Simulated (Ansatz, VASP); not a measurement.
NaH in VASP and in Ansatz

POSCAR

```
NaH
1.0
    0.0000000000      2.3970316378      2.4389796915
    2.3970316378      0.0000000000      2.4389796915
    2.3970316378      2.3970316378      0.0000000000
Na H
1 1
Direct
    0.0000000000      0.0000000000      0.0000000000
    0.5000000000      0.5000000000      0.5000000000
```

File INCAR.step1:

```
SYSTEM = NaH
ALGO     = Normal         ! electronic algorithm
EDIFF    = 1E-4           ! SCF threshold, eV
ENCUT    = 520            ! plane-wave cutoff, eV
GGA      = PE             ! functional
ISMEAR   = -1             ! smearing method
LASPH    = .True.         ! aspherical terms in the spheres
LCHARG   = .False.        ! write CHGCAR
LREAL    = .False.        ! projectors in reciprocal space
LWAVE    = .True.         ! write WAVECAR
NBANDS   = 11             ! bands
NELM     = 60             ! most SCF steps
PREC     = Accurate       ! precision mode
SIGMA    = 0.2            ! smearing width, eV
```

INCAR.step2

```
SYSTEM = NaH
ALGO     = Normal         ! electronic algorithm
EDIFF    = 1E-7           ! SCF threshold, eV
ENCUT    = 520            ! plane-wave cutoff, eV
ISIF     = 2              ! what is computed and relaxed
ISMEAR   = -1             ! smearing method
ISTART   = 1            
LASPH    = .True.         ! aspherical terms in the spheres
LCHARG   = .True.         ! write CHGCAR
LELF     = .True.         ! ELF
LMIXTAU  = .True.       
LREAL    = .False.        ! projectors in reciprocal space
LVHAR    = .True.       
LWAVE    = .False.        ! write WAVECAR
METAGGA  = R2SCAN         ! meta-GGA
NBANDS   = 11             ! bands
NELM     = 60             ! most SCF steps
PREC     = Accurate       ! precision mode
SIGMA    = 0.2            ! smearing width, eV
```

Contents of KPOINTS:

```
k-points
0
Gamma
  8 8 8
  0 0 0
```

Input for Ansatz:

```yaml
crystal:
  lattice:
    - [0.0, 2.3970316378, 2.4389796915]
    - [2.3970316378, 0.0, 2.4389796915]
    - [2.3970316378, 2.3970316378, 0.0]
  atoms:
    - { symbol: Na, position: [0.0, 0.0, 0.0] }
    - { symbol: H, position: [0.5, 0.5, 0.5] }
basis:
  ecutwfc: 520.0
kpoints:
  mp_grid: { grid: [8, 8, 8] }
hamiltonian:
  xc: r2scan
scf:
  occupations: { method: fermi_dirac, width: 0.2 }
output:
  forces: true
  stress: true
  eigenvalues: true
```

Change from the starting cell: engineering shear strain xy +0.0000, normal strain along z +0.0175.

Alike in both runs: task single point; functional r2SCAN; k mesh 8 × 8 × 8; occupations fermi-dirac, width 0.2 eV; no spin polarisation.

```csv
,VASP,Ansatz
version,VASP 6.6.1,Ansatz 0.2.0
potentials or method,"VASP PAW PBE potentials, release 64 (Na_pv, H), cutoff 520 eV","scalar-relativistic, plane waves, PAW"
valence electrons in the cell,8,10
```

|  | VASP | Ansatz | Ansatz less VASP |
| --- | --- | --- | --- |
| gap on the k mesh at the Fermi level (eV) | 4.37 | 4.36 | -0.010 |
| least direct gap on the mesh (eV) | 5.22 | 5.23 | +0.010 |
| pressure (GPa) | -0.6 | -0.4 | +0.19 |
| traceless stress, the component that is largest in VASP (GPa) | -0.37 | -0.39 | -0.015 |

VASP's potentials were made for PBE, not for r2SCAN. The functional is the same, so the differences come from potentials, cutoffs and numerics. VASP's potentials hold 8 valence electrons a cell and Ansatz's 10, so a difference there can come from the potentials and not from the codes.
